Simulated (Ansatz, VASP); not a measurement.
One calculation of ZnO, two programs

The input POSCAR:

```
ZnO
1.0
    3.1057925798      0.0000000000      0.0000000000
   -1.5528962899      2.6896952730      0.0000000000
    0.0000000000      0.0000000000      5.4198726682
Zn O
2 2
Direct
    0.3333333333      0.6666666667      0.0012360734
    0.6666666667      0.3333333333      0.5012360734
    0.3333333333      0.6666666667      0.3808639266
    0.6666666667      0.3333333333      0.8808639266
```

INCAR.step1

```
PREC = Accurate ; ENCUT = 520
ISMEAR = 0 ; SIGMA = 0.05
LREAL = False ; LASPH = True
NELM = 80 ; NBANDS = 26
GGA = PE ; ALGO = Normal
EDIFF = 1E-4 ; LWAVE = True
LCHARG = False
```

The input INCAR.step2:

```
PREC = Accurate ; ENCUT = 520
EDIFF = 1E-6 ; ISMEAR = 0
SIGMA = 0.05 ; LREAL = False
LASPH = True ; NELM = 80
ALGO = Normal ; ISIF = 2
LWAVE = False ; LCHARG = False
METAGGA = R2SCAN ; LMIXTAU = True
NBANDS = 26 ; ISTART = 1
```

The input KPOINTS:

```
regular mesh
0
Gamma
  12 12 6
```

Input for Ansatz:

```yaml
crystal:
  lattice:
    - [3.1057925798, 0.0, 0.0]
    - [-1.5528962899, 2.689695273, 0.0]
    - [0.0, 0.0, 5.4198726682]
  atoms:
    - { symbol: Zn, position: [0.3333333333, 0.6666666667, 0.0012360734] }
    - { symbol: Zn, position: [0.6666666667, 0.3333333333, 0.5012360734] }
    - { symbol: O, position: [0.3333333333, 0.6666666667, 0.3808639266] }
    - { symbol: O, position: [0.6666666667, 0.3333333333, 0.8808639266] }
basis:
  ecutwfc: 500
kpoints:
  mp_grid: { grid: [12, 12, 6] }
hamiltonian:
  xc: r2scan
scf:
  occupations: { method: gaussian, width: 0.05 }
output:
  forces: true
  stress: true
  eigenvalues: true
```

Change from the starting cell: strain -0.040 along x and y, +0.040 along z, atoms carried along.

Alike in both runs: task single point; functional r2SCAN; k mesh 12 × 12 × 6; occupations gaussian, width 0.05 eV; no spin polarisation.

|  | VASP | Ansatz |
| --- | --- | --- |
| version | VASP 6.6.1 | Ansatz 0.2.0 |
| potentials or method | VASP PAW PBE potentials, release 64 (Zn, O), cutoff 520 eV | scalar-relativistic, plane waves, PAW |
| valence electrons in the cell | 36 | 36 |

Ansatz gave:

- gap on the k mesh at the Fermi level (eV): 1.12
- least direct gap on the mesh (eV): 1.12
- pressure (GPa): 8.5
- traceless stress, the component that is largest in VASP (GPa): -13.39
- rms of the force components (eV/Å): 0.416

Question: What did VASP give for the same quantities?

Answer: gap on the k mesh at the Fermi level (eV): 1.12; least direct gap on the mesh (eV): 1.12; pressure (GPa): 9.8; traceless stress, the component that is largest in VASP (GPa): -13.96; rms of the force components (eV/Å): 0.451.

VASP's potentials were made for PBE, not for r2SCAN. Atom by atom the forces differ by 0.036 eV/Å (rms over components).
